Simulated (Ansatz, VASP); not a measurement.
## Te: VASP beside Ansatz

```
CELL_PARAMETERS angstrom
4.45400 0.00000 0.00000
-2.22700 3.85728 0.00000
0.00000 0.00000 5.92400
ATOMIC_POSITIONS crystal
Te 0.73100 0.73100 0.00000
Te 0.00000 0.26900 0.66667
Te 0.26900 0.00000 0.33333
```

Alike in both runs: functional PBE0; k mesh 4 × 4 × 3; occupations fermi-dirac, width 0.05 eV; no spin polarisation.

```csv
,VASP,Ansatz
version,VASP 6.6.1,Ansatz 0.2.0
potentials or method,"VASP PAW PBE potentials, release 64 (Te)",Ansatz PAW
plane-wave cutoff (eV),520,420
valence electrons in the cell,18,48
task,single point,band structure
```

|  | VASP | Ansatz | Ansatz less VASP |
| --- | --- | --- | --- |
| gap on the k mesh at the Fermi level (eV) | 1.92 | 1.89 | -0.036 |
| pressure (GPa) | -0.8 | -0.2 | +0.59 |
| traceless stress, the component that is largest in VASP (GPa) | -0.90 | -0.77 | +0.130 |
| rms of the force components (eV/Å) | 0.225 | 0.225 | +0.0003 |

Atom by atom the forces differ by 0.000 eV/Å (rms over components). VASP's potentials hold 18 valence electrons a cell and Ansatz's 48, so a difference there can come from the potentials and not from the codes.

Spin-orbit coupling is off throughout.
